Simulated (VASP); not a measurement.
The system is PbSe (Clausthalite).

```
CELL_PARAMETERS angstrom
0.00000 3.06065 3.06065
3.06065 0.00000 3.06065
3.06065 3.06065 0.00000
ATOMIC_POSITIONS crystal
Pb 0.99775 0.99684 0.99940
Se 0.50309 0.50000 0.49270
```

Base run:

```yaml
Program: VASP 6.6.1
Functional: PBE
Potentials_or_basis: VASP PAW PBE potentials, release 64 (Pb_d, Se)
Cutoff: 520 eV
k_mesh: 7 × 7 × 7
Occupations: methfessel-paxton, width 0.05 eV
Spin: no spin polarisation
```

Its results: band gap on the k mesh 0.86 eV, direct; pressure 2.4 GPa; largest force 0.018 eV/Å.

The run is repeated on the same cell with these changes: k mesh from 7 × 7 × 7 to 10 × 10 × 10; further incar settings from ALGO = Normal; EDIFF = 1e-06; NBANDS = 17 to ALGO = Normal; EDIFF = 1e-07; NBANDS = 17. What comes out?

Band gap on the k mesh 0.29 eV, direct; pressure 2.4 GPa; largest force 0.019 eV/Å.

Caveats: spin-orbit coupling is left out, which moves the levels of the heavy elements.

A k mesh can miss the band edges.
